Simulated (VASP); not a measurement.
A run of VASP 6.6.1:

File POSCAR:

```
BaS
1.0
    0.0000000000      3.2749045458      3.2749045458
    3.2749045458      0.0000000000      3.2749045458
    3.2749045458      3.2749045458      0.0000000000
Ba S
1 1
Direct
    0.0000000000      0.0000000000      0.0000000000
    0.5000000000      0.5000000000      0.5000000000
```

File INCAR.step1:

```
SYSTEM = BaS
ALGO = Normal ; EDIFF = 1E-4
ENCUT = 520 ; GGA = PE
ISMEAR = 0 ; LASPH = .True.
LCHARG = .False. ; LREAL = .False.
LWAVE = .True. ; NBANDS = 15
NELM = 80 ; PREC = Accurate
SIGMA = 0.01
```

INCAR.step2

```
SYSTEM = BaS
ALGO = Normal ; EDIFF = 1E-7
ENCUT = 520 ; ISIF = 2
ISMEAR = 0 ; ISTART = 1
LASPH = .True. ; LCHARG = .True.
LELF = .True. ; LMIXTAU = .True.
LREAL = .False. ; LVHAR = .True.
LWAVE = .False. ; METAGGA = R2SCAN
NBANDS = 15 ; NELM = 80
PREC = Accurate ; SIGMA = 0.01
```

The input KPOINTS:

```
k-points
0
Gamma
  6 6 6
  0 0 0
```

Potentials or basis: VASP PAW PBE potentials, release 64 (Ba_sv, S).

Command:

```sh
$ cat potpaw_PBE.64/Ba_sv/POTCAR potpaw_PBE.64/S/POTCAR > POTCAR
$ cp INCAR.step1 INCAR
$ mpirun -np 1 vasp_std > vasp.out
$ cp INCAR.step2 INCAR
$ mpirun -np 1 vasp_std > vasp.out
```

Hardware: 1 thread of Intel(R) Xeon(R) Platinum 8488C (Sapphire Rapids) (shared host).

Estimate the wall time of this run.

Wall time 59 s on 1 thread of Intel(R) Xeon(R) Platinum 8488C (Sapphire Rapids) (shared host), peak memory 0.22 GiB. Counts: k points 16.
